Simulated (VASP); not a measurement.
Input of a VASP 6.6.1 run:

Contents of INCAR:

```
SYSTEM = BeS
PREC = Accurate
ENCUT = 600
EDIFF = 1E-6
ISMEAR = 0
SIGMA = 0.01
LREAL = .False.
LASPH = .True.
NELM = 120
ALGO = Normal
ISIF = 2
LWAVE = .False.
LCHARG = .True.
GGA = PE
LELF = .True.
LVHAR = .True.
NBANDS = 11
GGA_COMPAT = .False.
```

File KPOINTS:

```
regular mesh
0
Gamma
  6 6 6
  0 0 0
```

The input POSCAR:

```
BeS
1.0
    0.0000000000      2.4378857750      2.4378857750
    2.4378857750      0.0000000000      2.4378857750
    2.4378857750      2.4378857750      0.0000000000
Be S
1 1
Direct
    0.0000000000      0.0000000000      0.0000000000
    0.2500000000      0.2500000000      0.2500000000
```

Potentials or basis: VASP PAW PBE potentials, release 64 (Be, S).

The run is started by

```console
$ cat potpaw_PBE.64/Be/POTCAR potpaw_PBE.64/S/POTCAR > POTCAR
$ mpirun -np 1 vasp_std > vasp.out
```

Question: Estimate the pressure.

Answer: 0.1 GPa.

Question: Estimate the band gap on the k mesh.

Answer: 3.15 eV, indirect (least direct gap 5.67 eV).

A k mesh can miss the band edges.
